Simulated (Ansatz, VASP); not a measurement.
# Sn4Ge in VASP and in Ansatz

```xyz
5
Lattice="-4.0882 4.0882 1.9598 4.0882 -4.0882 1.9598 4.0882 4.0882 -1.9598" Properties=species:S:1:pos:R:3 pbc="T T T"
Sn   -0.5657    2.2684    1.9598
Sn    1.8198    3.5226    0.0000
Sn    2.2684    0.5657    1.9598
Sn    4.6539    1.8198    0.0000
Ge    0.0000    0.0000    0.0000
```

Alike in both runs: functional PBE; k mesh 10 × 10 × 10; occupations gaussian, width 0.1 eV; no spin polarisation.

Ansatz relaxed the structure, and its values are those at the end. VASP's run is a single point on that final structure, the one shown.

|  | VASP | Ansatz |
| --- | --- | --- |
| version | VASP 6.6.1 | Ansatz 0.2.0 |
| potentials or method | VASP PAW PBE potentials, release 64 (Sn_d, Ge_d), cutoff 520 eV | scalar-relativistic, plane waves, PAW |
| valence electrons in the cell | 70 | 70 |

```csv
,VASP,Ansatz,Ansatz less VASP
gap on the k mesh at the Fermi level (eV),none,none,-
pressure (GPa),0.0,0.0,+0.05
```

A gap of «none» marks a metal or a gap that the smearing closes. With one functional, cell and mesh, what is left measures potentials, basis and numerics.
